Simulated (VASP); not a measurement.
A run of VASP 6.6.1:

File INCAR:

```
ALGO = Normal ; EDIFF = 1E-7
ENCUT = 520 ; GGA = PS
ISIF = 2 ; ISMEAR = 0
LASPH = T ; LCHARG = F
LREAL = F ; LWAVE = F
NBANDS = 35 ; NELM = 100
PREC = Accurate ; SIGMA = 0.01
```

File KPOINTS:

```
k-points
0
Gamma
  8 8 8
```

The input POSCAR:

```
SnO2
1.0
   -2.0017386432      2.0017386432      5.1151352792
    2.0017386432     -2.0017386432      5.1151352792
    2.0017386432      2.0017386432     -5.1151352792
Sn O
2 4
Direct
    0.7500000000      0.2500000000      0.5000000000
    0.0000000000      0.0000000000      0.0000000000
    0.7968864506      0.7968864506      0.0000000000
    0.9531135494      0.4531135494      0.5000000000
    0.2031135494      0.2031135494      0.0000000000
    0.5468864506      0.0468864506      0.5000000000
```

Potentials or basis: VASP PAW PBE potentials, release 64 (Sn_d, O).

Launch:

```console
$ cat potpaw_PBE.64/Sn_d/POTCAR potpaw_PBE.64/O/POTCAR > POTCAR
$ mpirun -np 1 vasp_std > vasp.out
```

Hardware: 1 thread of Intel(R) Xeon(R) Platinum 8259CL CPU @ 2.50GHz (Skylake/Cascade Lake) (shared host).

Task: Estimate the wall time of this run.

Result: Run time: 7.9 min on 1 thread of Intel(R) Xeon(R) Platinum 8259CL CPU @ 2.50GHz (Skylake/Cascade Lake) (shared host), peak memory 0.39 GiB. Counts: scf iterations 16, k points 59.
